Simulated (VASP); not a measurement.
# GaAs (scan) (I-4m2) in VASP: relaxation of the atoms with r2SCAN

Aim: the relaxation of the atoms of GaAs (scan) with r2SCAN.

Everything below comes from runs of VASP 6.6.1. Logs are shortened: lines on timing, memory, paths and dates and some standing lists are left out, and cuts for length are marked.

## (1) The cell of the first run

It takes space group I-4m2 (No. 119, tetragonal). The conventional cell has a = 3.967 Å, b = 3.967 Å, c = 5.714 Å, α = 90.00°, β = 90.00°, γ = 90.00°. Within 3.2 Å of Ga (site symmetry -4m2) lie 4 As at 2.44 Å. As (site symmetry -4m2) has 4 Ga at 2.44 Å within 3.2 Å.

## (2) Relaxation of the atoms, r2SCAN (strained cell)

POSCAR

```
GaAs
1.0
    0.0000000000      2.8048710395      2.8572437635
    2.8048710395      0.0000000000      2.8572437635
    2.8048710395      2.8048710395      0.0000000000
Ga As
1 1
Direct
    0.0000000000      0.0000000000      0.0000000000
    0.2500000000      0.2500000000      0.2500000000
```

INCAR.step1

```
PREC     = Accurate       # precision mode
ENCUT    = 500            # plane-wave cutoff, eV
ISMEAR   = 0              # smearing method
SIGMA    = 0.02           # smearing width, eV
LREAL    = F              # projectors in reciprocal space
LASPH    = T              # aspherical terms in the spheres
NELM     = 120            # most SCF steps
GGA      = PE             # functional
ALGO     = Normal         # electronic algorithm
EDIFF    = 1E-5           # SCF threshold, eV
LWAVE    = T              # write WAVECAR
LCHARG   = F              # write CHGCAR
GGA_COMPAT= F            
IBRION   = 2              # ionic algorithm
EDIFFG   = -0.01          # ionic threshold
NELMIN   = 4            
NSW      = 100            # ionic steps
```

INCAR.step2

```
PREC     = Accurate       # precision mode
ENCUT    = 500            # plane-wave cutoff, eV
EDIFF    = 1E-7           # SCF threshold, eV
ISMEAR   = 0              # smearing method
SIGMA    = 0.02           # smearing width, eV
LREAL    = F              # projectors in reciprocal space
LASPH    = T              # aspherical terms in the spheres
NELM     = 120            # most SCF steps
ALGO     = Normal         # electronic algorithm
ISIF     = 2              # what is computed and relaxed
LWAVE    = F              # write WAVECAR
LCHARG   = F              # write CHGCAR
METAGGA  = R2SCAN         # meta-GGA
LMIXTAU  = T            
IBRION   = 2              # ionic algorithm
NSW      = 60             # ionic steps
EDIFFG   = -0.002         # ionic threshold
ISTART   = 1            
GGA_COMPAT= F            
NELMIN   = 4
```

KPOINTS

```
regular mesh
0
Gamma
  8 8 8
```

Potentials or basis: VASP PAW PBE potentials, release 64 (Ga_d, As).

Command:

```bash
$ cat potpaw_PBE.64/Ga_d/POTCAR potpaw_PBE.64/As/POTCAR > POTCAR
$ cp INCAR.step1 INCAR
$ mpirun -np 1 vasp_std > vasp.out
$ cp INCAR.step2 INCAR
$ mpirun -np 1 vasp_std > vasp.out
```

OUTCAR:

```text
PREC = Accurate
   ENCUT = 500
   EDIFF = 1E-7
   ISMEAR = 0
   LREAL = F
   LASPH = T
   NELM = 120
   ISIF = 2
   METAGGA = R2SCAN
   IBRION = 2
   NSW = 60
   EDIFFG = -0.002
   ISTART = 1
   NELMIN = 4

 ion  position               nearest neighbor table
   1  0.000  0.000  0.000-   2 2.44   2 2.44   2 2.44   2 2.44
   2  0.250  0.250  0.250-   1 2.44   1 2.44   1 2.44   1 2.44

  LATTYP: Found a body centered tetragonal cell.
 ALAT       =     3.9666866648
 C/A-ratio  =     1.4406198447

  Lattice vectors:

 A1 = (  -2.8048710395,   0.0000000000,   2.8572437635)
 A2 = (   2.8048710395,   0.0000000000,   2.8572437635)
 A3 = (   0.0000000000,   2.8048710395,  -2.8572437635)

Analysis of symmetry for initial positions (statically):
=====================================================================
 Subroutine PRICEL returns:
 Original cell was already a primitive cell.

 Routine SETGRP: Setting up the symmetry group for a
 body centered tetragonal supercell.

 Subroutine GETGRP returns: Found  8 space group operations
 (whereof  8 operations were pure point group operations)
 out of a pool of 16 trial point group operations.

The static configuration has the point symmetry D_2d.

Analysis of symmetry for dynamics (positions and initial velocities):
=====================================================================
 Subroutine PRICEL returns:
 Original cell was already a primitive cell.

 Routine SETGRP: Setting up the symmetry group for a
 body centered tetragonal supercell.

 Subroutine GETGRP returns: Found  8 space group operations
 (whereof  8 operations were pure point group operations)
 out of a pool of 16 trial point group operations.

The dynamic configuration has the point symmetry D_2d.

 Subroutine INISYM returns: Found  8 space group operations
 (whereof  8 operations are pure point group operations),
 and found     1 'primitive' translations

----------------------------------------------------------------------------------------

                                     Primitive cell

  volume of cell :      44.9576

  direct lattice vectors                    reciprocal lattice vectors
     0.000000000  2.804871040  2.857243764    -0.178261315  0.178261315  0.174993820
     2.804871040  0.000000000  2.857243764     0.178261315 -0.178261315  0.174993820
     2.804871040  2.804871040  0.000000000     0.178261315  0.178261315 -0.174993820

  length of vectors
     4.003891042  4.003891042  3.966686665     0.306882762  0.306882762  0.306882762

  position of ions in fractional coordinates (direct lattice)
     0.000000000  0.000000000  0.000000000
     0.250000000  0.250000000  0.250000000

  ion indices of the primitive-cell ions
   primitive index   ion index
                 1           1
                 2           2

----------------------------------------------------------------------------------------

 KPOINTS: regular mesh

Automatic generation of k-mesh.
 Grid dimensions read from file:
 generate k-points for:    8    8    8

 Generating k-lattice:

  Cartesian coordinates                     Fractional coordinates (reciprocal lattice)
    -0.022282664  0.022282664  0.021874227     0.125000000  0.000000000  0.000000000
     0.022282664 -0.022282664  0.021874227     0.000000000  0.125000000  0.000000000
     0.022282664  0.022282664 -0.021874227    -0.000000000 -0.000000000  0.125000000

  Length of vectors
     0.038360345  0.038360345  0.038360345

  Shift w.r.t. Gamma in fractional coordinates (k-lattice)
     0.000000000  0.000000000  0.000000000

 Subroutine IBZKPT returns following result:
 ===========================================

 Found     59 irreducible k-points:

 Following reciprocal coordinates:
            Coordinates               Weight
  0.000000  0.000000  0.000000      1.000000
  0.125000 -0.000000  0.000000      8.000000
  0.250000 -0.000000  0.000000      8.000000
  0.375000 -0.000000  0.000000      8.000000
  0.500000 -0.000000  0.000000      4.000000
  0.125000  0.125000  0.000000      2.000000
[... 16 lines left out ...]
  0.250000  0.000000  0.125000     16.000000
  0.375000 -0.000000  0.125000     16.000000
 [... further k-points ...]
   k-points           NKPTS =     59   k-points in BZ     NKDIM =     59   number of bands    NBANDS=     13
   number of dos      NEDOS =    301   number of ions     NIONS =      2
   total plane-waves  NPLWV =  27000
   dimension x,y,z NGX =    30 NGY =   30 NGZ =   30
   dimension x,y,z NGXF=    60 NGYF=   60 NGZF=   60
   ions per type =               1   1
   NGX,Y,Z   is equivalent  to a cutoff of  12.46, 12.46, 12.57 a.u.
   NGXF,Y,Z  is equivalent  to a cutoff of  24.91, 24.91, 25.15 a.u.
 SYSTEM =  unknown system
   PREC   = accura    normal or accurate (medium, high low for compatibility)
   ISTART =      1    job   : 0-new  1-cont  2-samecut
   ICHARG =      0    charge: 1-file 2-atom 10-const
   ISPIN  =      1    spin polarized calculation?
   LNONCOLLINEAR =      F non collinear calculations
   LSORBIT =      F    spin-orbit coupling
   LASPH  =      T    aspherical Exc in radial PAW
   ENCUT  =  500.0 eV  36.75 Ry    6.06 a.u.   7.30  7.30  7.23*2*pi/ulx,y,z
   NELM   =    120;   NELMIN=  4; NELMDL=  0     # of ELM steps
   EDIFF  = 0.1E-06   stopping-criterion for ELM
   LREAL  =      F    real-space projection
   EDIFFG = -.2E-02   stopping-criterion for IOM
   NSW    =     60    number of steps for IOM
   IBRION =      2    ionic relax: 0-MD 1-quasi-New 2-CG
   NFREE  =      1    steps in history (QN), initial steepest desc. (CG)
   ISIF   =      2    stress and relaxation
   ISYM   =      2    0-nonsym 1-usesym 2-fastsym
   POTIM  = 0.5000    time-step for ionic-motion
   TEBEG  =    0.0;   TEEND  =   0.0 temperature during run
   PSTRESS=    0.0 pullay stress
   NELECT =      18.0000    total number of electrons
   NUPDOWN=      -1.0000    fix difference up-down
   EMIN   =  10.00;   EMAX   =-10.00  energy-range for DOS
   EFERMI =   0.00;   METHOD = LEGACY
   ISMEAR =     0;   SIGMA  =   0.02  broadening in eV -4-tet -1-fermi 0-gaus
   EFERMI_NEDOS =   21; number of points for ismear=-14 and -15
   IALGO  =     38    algorithm
   IMIX   =      4    mixing-type and parameters
     AMIX     =   0.40;   BMIX     =  1.00
     AMIX_MAG =   1.60;   BMIX_MAG =  1.00
  volume/ion in A,a.u.               =      22.48       151.69
  Fermi-wavevector in a.u.,A,eV,Ry     =   1.206604  2.280150 19.808618  1.455892
  Thomas-Fermi vector in A             =   2.342266
   LORBIT       =      0    0 simple, 1 ext, 2 COOP (PROOUT), +10 PAW based schemes
   METAGGA = R2SCAN    functional components
   LHFCALC =     F    Hartree Fock is set to
   AEXX    =    0.0000 exact exchange contribution
   IVDW    =     0    specifies the selected vdW correction
   LEPSILON=     F    determine dielectric tensor
   LRPA    =     F    only Hartree local field effects (RPA)
 conjugate gradient relaxation of ions
 non-spin polarized calculation
 Gauss-broadening in eV      SIGMA  =   0.02
  energy-cutoff  :      500.00
  volume of cell :       44.96
 maximum number of plane-waves:      1163
 NGX is ok and might be reduce to    30
   NGX = 15   NGY = 15   NGZ = 15

 number of electron      18.0000000 magnetization

 Free energy of the ion-electron system (eV)
  ---------------------------------------------------
  ext. energy  EPLUGINS =         0.00000000
  ---------------------------------------------------
  free energy    TOTEN  =       -27.04901448 eV

  energy without entropy =      -27.04901448  energy(sigma->0) =      -27.04901448

 E-fermi :   3.9281     XC(G=0): -10.2793

 val. band max:        3.7643465809   @ k =   0.0000   0.0000   0.0000
 cond. band min:       4.7592815817   @ k =   0.0000   0.0000   0.0000
 fundamental gap:      0.9949350009
 Fermi energy:         3.9281457233

 k-point     1 :       0.0000    0.0000    0.0000
  band No.  band energies     occupation
      1     -11.5215      2.00000
      2     -11.5169      2.00000
      3     -11.5169      2.00000
      4     -11.4293      2.00000
      5     -11.4262      2.00000
      6      -9.5202      2.00000
      7       3.6494      2.00000
      8       3.7643      2.00000
      9       3.7643      2.00000
     10       4.7593      0.00000
     11       7.7514      0.00000
     12       7.7514      0.00000
     13       7.8068      0.00000

 k-point     2 :       0.1250   -0.0000    0.0000
  band No.  band energies     occupation
      1     -11.5344      2.00000
      2     -11.5159      2.00000
      3     -11.5131      2.00000
      4     -11.4296      2.00000
      5     -11.4262      2.00000
      6      -9.3262      2.00000
      7       1.8139      2.00000
      8       3.4363      2.00000
      9       3.5279      2.00000
     10       5.7270      0.00000
     11       8.1187      0.00000
     12       8.1235      0.00000
     13       8.3266      0.00000

 k-point     3 :       0.2500   -0.0000    0.0000
  band No.  band energies     occupation
      1     -11.5680      2.00000
      2     -11.5075      2.00000
      3     -11.5046      2.00000
      4     -11.4294      2.00000
      5     -11.4253      2.00000
      6      -8.7861      2.00000
      7      -0.4779      2.00000
      8       2.9591      2.00000
      9       3.0825      2.00000
     10       5.5630      0.00000
     11       8.6541      0.00000
     12       8.6931      0.00000
     13      10.2083      0.00000
[... 305 lines left out ...]
 k-point    23 :       0.2500    0.0000    0.1250
  band No.  band energies     occupation
      1     -11.5690      2.00000
      2     -11.5051      2.00000
      3     -11.5017      2.00000
      4     -11.4348      2.00000
      5     -11.4226      2.00000
      6      -8.8305      2.00000
      7       0.0814      2.00000
      8       2.4822      2.00000
      9       2.5695      2.00000
     10       6.5800      0.00000
     11       7.5310      0.00000
     12       9.5147      0.00000
     13       9.7479      0.00000

 k-point    24 :       0.3750   -0.0000    0.1250
  band No.  band energies     occupation
      1     -11.5964      2.00000
      2     -11.4979      2.00000
      3     -11.4946      2.00000
      4     -11.4341      2.00000
      5     -11.4208      2.00000
      6      -8.1505      2.00000
      7      -1.7891      2.00000
      8       1.9488      2.00000
      9       2.2019      2.00000
     10       6.3080      0.00000
     11       8.2728      0.00000
     12       9.6747      0.00000
     13      10.3846      0.00000

 [... further k-points ...]
[... 5 lines left out ...]
  --------------------------------------------------------------------------------------
  -------------------------------------------------------------------------------------
  Total        0.3969710      0.3969710      0.0355244      0.0000000      0.0000000      0.0000000
  in kB       14.1470621     14.1470621      1.2660010      0.0000000      0.0000000      0.0000000
  external PRESSURE =       9.8533750 kB  Pullay stress =       0.0000000 kB

 VOLUME and BASIS-vectors are now :
 -----------------------------------------------------------------------------
  energy-cutoff  :      500.00
  volume of cell :       44.96
      direct lattice vectors                 reciprocal lattice vectors
     0.000000000  2.804871040  2.857243764    -0.178261315  0.178261315  0.174993820
     2.804871040  0.000000000  2.857243764     0.178261315 -0.178261315  0.174993820
     2.804871040  2.804871040  0.000000000     0.178261315  0.178261315 -0.174993820

 POSITION                                       TOTAL-FORCE (eV/Angst)
 -----------------------------------------------------------------------------------
      0.00000      0.00000      0.00000        -0.000000     -0.000000     -0.000000
      1.40244      1.40244      1.42862         0.000000      0.000000      0.000000
 -----------------------------------------------------------------------------------
    total drift:                               -0.000002     -0.000002     -0.000001

  FREE ENERGIE OF THE ION-ELECTRON SYSTEM (eV)
  ---------------------------------------------------
  free  energy   TOTEN  =       -27.0490144781 eV

  energy  without entropy=      -27.0490144781  energy(sigma->0) =      -27.04901448

 reached required accuracy - stopping structural energy minimisation
```

Wall time 1.7 min (1 thread of Intel Xeon Platinum 8375C at 2.90GHz (Ice Lake), shared host); peak memory 0.19 GiB.

What came out:

```
Free energy             : -27.0490 eV
Pressure after relaxing : 1.0 GPa
Band gap on the k mesh  : 0.99 eV, direct
```

Stress tensor (GPa, compression positive):
```
1.41 0.00 0.00
0.00 1.41 0.00
0.00 0.00 0.13
```

Final structure:
```
CELL_PARAMETERS angstrom
0.00000 2.80487 2.85724
2.80487 0.00000 2.85724
2.80487 2.80487 0.00000
ATOMIC_POSITIONS crystal
Ga 0.00000 0.00000 0.00000
As 0.25000 0.25000 0.25000
```

Caveat: the cell differs from its parent crystal (strained cell); the relaxation stopped at its first step, so nothing moved; the PAW data sets were made with another functional, which shifts forces and pressure a little.
